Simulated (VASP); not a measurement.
# Mg3NbO2 (R-3m) in VASP: single point with PBE

Aim: the single point of Mg3NbO2 with PBE.

Program: VASP 6.6.1. These are calculated values, not measurements. Logs are shortened: lines on timing, memory, paths and dates and some standing lists are left out, and cuts for length are marked.

## (1) The cell of the first run

The structure is trigonal, space group R-3m (No. 166). Conventional cell: a = 7.362 Å, b = 7.362 Å, c = 11.111 Å, α = 90.00°, β = 90.00°, γ = 120.00°. Within 2.8 Å of Mg (site symmetry 2/m) lie 2 O at 2.13 Å. Nb (site symmetry -3m) has 2 O at 1.94 Å within 2.6 Å. O (site symmetry 3m) has 1 Nb at 1.94 Å and 3 Mg at 2.13 Å within 2.6 Å.

## (2) Single point, PBE

The input, INCAR:

```
SYSTEM = Mg3NbO2
ALGO     = Normal         ! electronic algorithm
EDIFF    = 1E-7           ! SCF threshold, eV
ENCUT    = 520            ! plane-wave cutoff, eV
GGA      = PE             ! functional
ISIF     = 2              ! what is computed and relaxed
ISMEAR   = 0              ! smearing method
LASPH    = .True.         ! aspherical terms in the spheres
LCHARG   = .True.         ! write CHGCAR
LELF     = .True.         ! ELF
LREAL    = .False.        ! projectors in reciprocal space
LVHAR    = .True.       
LWAVE    = .False.        ! write WAVECAR
NBANDS   = 24             ! bands
NELM     = 100            ! most SCF steps
PREC     = Accurate       ! precision mode
SIGMA    = 0.1            ! smearing width, eV
```

The input, KPOINTS:

```
k-points
0
Gamma
  6 6 6
  0 0 0
```

The input, POSCAR:

```
Mg3NbO2
1.0
    3.6809166943      2.1251782443      3.7035456184
   -3.6809166943      2.1251782443      3.7035456184
    0.0000000000     -4.2503564886      3.7035456184
Mg Nb O
3 1 2
Direct
    0.0000000000      0.5000000000      0.0000000000
    0.0000000000      0.0000000000      0.5000000000
    0.5000000000      0.0000000000      0.0000000000
    0.0000000000      0.0000000000      0.0000000000
    0.1750295090      0.1750295090      0.1750295090
    0.8249704910      0.8249704910      0.8249704910
```

Potentials or basis: VASP PAW PBE potentials, release 64 (Mg, Nb_sv, O).

Command:

```bash
> cat potpaw_PBE.64/Mg/POTCAR potpaw_PBE.64/Nb_sv/POTCAR potpaw_PBE.64/O/POTCAR > POTCAR
> mpirun -np 1 vasp_std > vasp.out
```

OUTCAR:

```text
SYSTEM = Mg3NbO2
   EDIFF = 1E-7
   ENCUT = 520
   GGA = PE
   ISIF = 2
   ISMEAR = 0
   LASPH = .True.
   LREAL = .False.
   NELM = 100
   PREC = Accurate

 ion  position               nearest neighbor table
   1  0.000  0.500  0.000-   5 2.13   6 2.13   4 2.82   4 2.82
   2  0.000  0.000  0.500-   5 2.13   6 2.13   4 2.82   4 2.82
   3  0.500  0.000  0.000-   5 2.13   6 2.13   4 2.82   4 2.82
   4  0.000  0.000  0.000-   5 1.94   6 1.94   2 2.82   2 2.82   3 2.82   1 2.82   1 2.82   3 2.82

   5  0.175  0.175  0.175-   4 1.94   2 2.13   3 2.13   1 2.13
   6  0.825  0.825  0.825-   4 1.94   2 2.13   3 2.13   1 2.13

  LATTYP: Found a trigonal (rhomboedric) cell.
 ALAT       =     5.6375331864
 COS(alpha) =     0.1473638337

  Lattice vectors:

 A1 = (   3.6809166943,   2.1251782443,   3.7035456184)
 A2 = (  -3.6809166943,   2.1251782443,   3.7035456184)
 A3 = (   0.0000000000,  -4.2503564886,   3.7035456184)

Analysis of symmetry for initial positions (statically):
=====================================================================
 Subroutine PRICEL returns:
 Original cell was already a primitive cell.

 Routine SETGRP: Setting up the symmetry group for a
 trigonal (rhombohedral) supercell.

 Subroutine GETGRP returns: Found 12 space group operations
 (whereof 12 operations were pure point group operations)
 out of a pool of 12 trial point group operations.

The static configuration has the point symmetry D_3d.

Analysis of symmetry for dynamics (positions and initial velocities):
=====================================================================
 Subroutine PRICEL returns:
 Original cell was already a primitive cell.

 Routine SETGRP: Setting up the symmetry group for a
 trigonal (rhombohedral) supercell.

 Subroutine GETGRP returns: Found 12 space group operations
 (whereof 12 operations were pure point group operations)
 out of a pool of 12 trial point group operations.

The dynamic configuration has the point symmetry D_3d.

 Subroutine INISYM returns: Found 12 space group operations
 (whereof 12 operations are pure point group operations),
 and found     1 'primitive' translations

----------------------------------------------------------------------------------------

                                     Primitive cell

  volume of cell :     173.8282

  direct lattice vectors                    reciprocal lattice vectors
     3.680916694  2.125178244  3.703545618     0.135835728  0.078424794  0.090003842
    -3.680916694  2.125178244  3.703545618    -0.135835728  0.078424794  0.090003842
     0.000000000 -4.250356489  3.703545618     0.000000000 -0.156849589  0.090003842

  length of vectors
     5.637533186  5.637533186  5.637533186     0.180838284  0.180838284  0.180838284

  position of ions in fractional coordinates (direct lattice)
     0.000000000  0.500000000  0.000000000
     0.000000000  0.000000000  0.500000000
     0.500000000  0.000000000  0.000000000
     0.000000000  0.000000000  0.000000000
     0.175029509  0.175029509  0.175029509
     0.824970491  0.824970491  0.824970491

  ion indices of the primitive-cell ions
   primitive index   ion index
                 1           1
                 2           2
                 3           3
                 4           4
                 5           5
                 6           6

----------------------------------------------------------------------------------------

 KPOINTS: k-points

Automatic generation of k-mesh.
 Grid dimensions read from file:
 generate k-points for:    6    6    6

 Generating k-lattice:

  Cartesian coordinates                     Fractional coordinates (reciprocal lattice)
     0.022639288  0.013070799  0.015000640     0.166666667  0.000000000  0.000000000
    -0.022639288  0.013070799  0.015000640     0.000000000  0.166666667  0.000000000
     0.000000000 -0.026141598  0.015000640     0.000000000  0.000000000  0.166666667

  Length of vectors
     0.030139714  0.030139714  0.030139714

  Shift w.r.t. Gamma in fractional coordinates (k-lattice)
     0.000000000  0.000000000  0.000000000

 Subroutine IBZKPT returns following result:
 ===========================================

 Found     32 irreducible k-points:

 Following reciprocal coordinates:
            Coordinates               Weight
  0.000000  0.000000  0.000000      1.000000
  0.166667 -0.000000  0.000000      6.000000
  0.333333  0.000000 -0.000000      6.000000
  0.500000 -0.000000  0.000000      3.000000
  0.166667  0.166667  0.000000      6.000000
  0.333333  0.166667  0.000000     12.000000
[... 16 lines left out ...]
  0.500000  0.500000  0.166667      6.000000
 -0.333333  0.500000  0.166667     12.000000
 [... further k-points ...]
   k-points           NKPTS =     32   k-points in BZ     NKDIM =     32   number of bands    NBANDS=     24
   number of dos      NEDOS =    301   number of ions     NIONS =      6
   total plane-waves  NPLWV =  74088
   dimension x,y,z NGX =    42 NGY =   42 NGZ =   42
   dimension x,y,z NGXF=    84 NGYF=   84 NGZF=   84
   ions per type =               3   1   2
   NGX,Y,Z   is equivalent  to a cutoff of  12.39, 12.39, 12.39 a.u.
   NGXF,Y,Z  is equivalent  to a cutoff of  24.77, 24.77, 24.77 a.u.
 SYSTEM =  Mg3NbO2
   PREC   = accura    normal or accurate (medium, high low for compatibility)
   ISTART =      0    job   : 0-new  1-cont  2-samecut
   ICHARG =      2    charge: 1-file 2-atom 10-const
   ISPIN  =      1    spin polarized calculation?
   LNONCOLLINEAR =      F non collinear calculations
   LSORBIT =      F    spin-orbit coupling
   LASPH  =      T    aspherical Exc in radial PAW
   ENCUT  =  520.0 eV  38.22 Ry    6.18 a.u.  10.48 10.48 10.48*2*pi/ulx,y,z
   NELM   =    100;   NELMIN=  2; NELMDL= -5     # of ELM steps
   EDIFF  = 0.1E-06   stopping-criterion for ELM
   LREAL  =      F    real-space projection
   EDIFFG = 0.1E-05   stopping-criterion for IOM
   NSW    =      0    number of steps for IOM
   IBRION =     -1    ionic relax: 0-MD 1-quasi-New 2-CG
   NFREE  =      0    steps in history (QN), initial steepest desc. (CG)
   ISIF   =      2    stress and relaxation
   ISYM   =      2    0-nonsym 1-usesym 2-fastsym
   POTIM  = 0.5000    time-step for ionic-motion
   TEBEG  =    0.0;   TEEND  =   0.0 temperature during run
   PSTRESS=    0.0 pullay stress
   NELECT =      31.0000    total number of electrons
   NUPDOWN=      -1.0000    fix difference up-down
   EMIN   =  10.00;   EMAX   =-10.00  energy-range for DOS
   EFERMI =   0.00;   METHOD = LEGACY
   ISMEAR =     0;   SIGMA  =   0.10  broadening in eV -4-tet -1-fermi 0-gaus
   EFERMI_NEDOS =   21; number of points for ismear=-14 and -15
   IALGO  =     38    algorithm
   IMIX   =      4    mixing-type and parameters
     AMIX     =   0.40;   BMIX     =  1.00
     AMIX_MAG =   1.60;   BMIX_MAG =  1.00
  volume/ion in A,a.u.               =      28.97       195.51
  Fermi-wavevector in a.u.,A,eV,Ry     =   0.921486  1.741356 11.553197  0.849136
  Thomas-Fermi vector in A             =   2.046907
   LORBIT       =      0    0 simple, 1 ext, 2 COOP (PROOUT), +10 PAW based schemes
   GGA     = PE    functional components
   LHFCALC =     F    Hartree Fock is set to
   AEXX    =    0.0000 exact exchange contribution
   IVDW    =     0    specifies the selected vdW correction
   LEPSILON=     F    determine dielectric tensor
   LRPA    =     F    only Hartree local field effects (RPA)
 non-spin polarized calculation
 Gauss-broadening in eV      SIGMA  =   0.10
  energy-cutoff  :      520.00
  volume of cell :      173.83
 maximum number of plane-waves:      4697
 NGX is ok and might be reduce to    42
   NGX = 21   NGY = 21   NGZ = 21

 number of electron      31.0000006 magnetization

 Free energy of the ion-electron system (eV)
  ---------------------------------------------------
  ext. energy  EPLUGINS =         0.00000000
  ---------------------------------------------------
  free energy    TOTEN  =       -28.10236603 eV

  energy without entropy =      -28.08507643  energy(sigma->0) =      -28.09372123

 E-fermi :   1.2945     XC(G=0):  -7.0807

 val. band max:        1.2729488970   @ k =  -0.3333   0.5000   0.1667
 cond. band min:       1.3105725058   @ k =  -0.3333   0.3333   0.0000
 fundamental gap:      0.0376236088
 Fermi energy:         1.2945315293

 k-point     1 :       0.0000    0.0000    0.0000
  band No.  band energies     occupation
      1     -53.6049      2.00000
      2     -30.7027      2.00000
      3     -29.4365      2.00000
      4     -29.4365      2.00000
      5     -18.6919      2.00000
      6     -17.7103      2.00000
[... 16 lines left out ...]
     23       5.3410      0.00000
     24       5.3410      0.00000

 k-point     2 :       0.1667   -0.0000    0.0000
  band No.  band energies     occupation
      1     -53.6049      2.00000
      2     -30.7030      2.00000
      3     -29.4367      2.00000
      4     -29.4365      2.00000
      5     -18.6857      2.00000
      6     -17.7163      2.00000
[... 16 lines left out ...]
     23       5.1559      0.00000
     24       5.2502      0.00000

 k-point     3 :       0.3333    0.0000   -0.0000
  band No.  band energies     occupation
      1     -53.6049      2.00000
      2     -30.7036      2.00000
      3     -29.4372      2.00000
      4     -29.4365      2.00000
      5     -18.6728      2.00000
      6     -17.7287      2.00000
[... 16 lines left out ...]
     23       4.9610      0.00000
     24       5.4581      0.00000
[... 514 lines left out ...]
 k-point    23 :       0.5000    0.5000    0.1667
  band No.  band energies     occupation
      1     -53.6048      2.00000
      2     -30.7055      2.00000
      3     -29.4380      2.00000
      4     -29.4372      2.00000
      5     -18.6347      2.00000
      6     -17.7646      2.00000
[... 16 lines left out ...]
     23       5.7343      0.00000
     24       6.2903      0.00000

 k-point    24 :      -0.3333    0.5000    0.1667
  band No.  band energies     occupation
      1     -53.6048      2.00000
      2     -30.7052      2.00000
      3     -29.4378      2.00000
      4     -29.4372      2.00000
      5     -18.6410      2.00000
      6     -17.7587      2.00000
[... 16 lines left out ...]
     23       5.9015      0.00000
     24       6.4643      0.00000

 [... further k-points ...]
[... 5 lines left out ...]
  --------------------------------------------------------------------------------------
  -------------------------------------------------------------------------------------
  Total       -0.1211689     -0.1211689     -0.2532954      0.0000000      0.0000000      0.0000000
  in kB       -1.1168151     -1.1168151     -2.3346270      0.0000000      0.0000000      0.0000000
  external PRESSURE =      -1.5227524 kB  Pullay stress =       0.0000000 kB

 VOLUME and BASIS-vectors are now :
 -----------------------------------------------------------------------------
  energy-cutoff  :      520.00
  volume of cell :      173.83
      direct lattice vectors                 reciprocal lattice vectors
     3.680916694  2.125178244  3.703545618     0.135835728  0.078424794  0.090003842
    -3.680916694  2.125178244  3.703545618    -0.135835728  0.078424794  0.090003842
     0.000000000 -4.250356489  3.703545618     0.000000000 -0.156849589  0.090003842

 POSITION                                       TOTAL-FORCE (eV/Angst)
 -----------------------------------------------------------------------------------
     -1.84046      1.06259      1.85177         0.000000      0.000000      0.000000
      0.00000     -2.12518      1.85177        -0.000000      0.000000      0.000000
      1.84046      1.06259      1.85177         0.000000     -0.000000      0.000000
      0.00000      0.00000      0.00000         0.000000     -0.000000      0.000000
      0.00000      0.00000      1.94469         0.000000     -0.000000     -0.033929
      0.00000      0.00000      9.16595         0.000000      0.000000      0.033929
 -----------------------------------------------------------------------------------
    total drift:                                0.000000     -0.000000      0.000000

  FREE ENERGIE OF THE ION-ELECTRON SYSTEM (eV)
  ---------------------------------------------------
  free  energy   TOTEN  =       -28.1023660261 eV

  energy  without entropy=      -28.0850764337  energy(sigma->0) =      -28.09372123
```

It took 75 s on 1 thread of Intel Xeon 6975P-C (Granite Rapids), shared host; peak memory 0.33 GiB.

What came out:

```yaml
Free_energy: -28.1024 eV
Pressure: -0.2 GPa
Largest_force: 0.034 eV/Å
```

Forces on the atoms (eV/Å):
```
Mg   0.000  0.000  0.000
Mg   0.000  0.000  0.000
Mg   0.000  0.000  0.000
Nb   0.000  0.000  0.000
O    0.000  0.000 -0.034
O    0.000  0.000  0.034
```

Stress tensor (GPa, compression positive):
```
-0.11  0.00  0.00
 0.00 -0.11  0.00
 0.00  0.00 -0.23
```

Levels at points of the mesh, in eV from the Fermi level:
| k point | band 12 | band 13 | band 14 | band 15 | band 16 | band 17 | band 18 | band 19 |
| --- | --- | --- | --- | --- | --- | --- | --- | --- |
| (0.00, 0.00, 0.00) | -4.04 | -3.31 | -0.31 | -0.31 | 0.98 | 0.98 | 1.35 | 1.35 |
| (0.50, 0.00, 0.00) | -4.08 | -2.59 | -0.62 | -0.42 | -0.17 | 1.23 | 1.30 | 1.34 |
| (0.50, 0.50, 0.00) | -4.07 | -2.01 | -0.75 | -0.39 | -0.16 | 0.23 | 1.21 | 1.32 |
| (0.50, 0.50, 0.50) | -4.02 | -1.70 | -0.61 | -0.61 | -0.11 | 0.71 | 0.71 | 1.29 |

Caveat: an odd number of electrons without spin polarisation forces a metal; a magnetic or distorted state may lie lower.
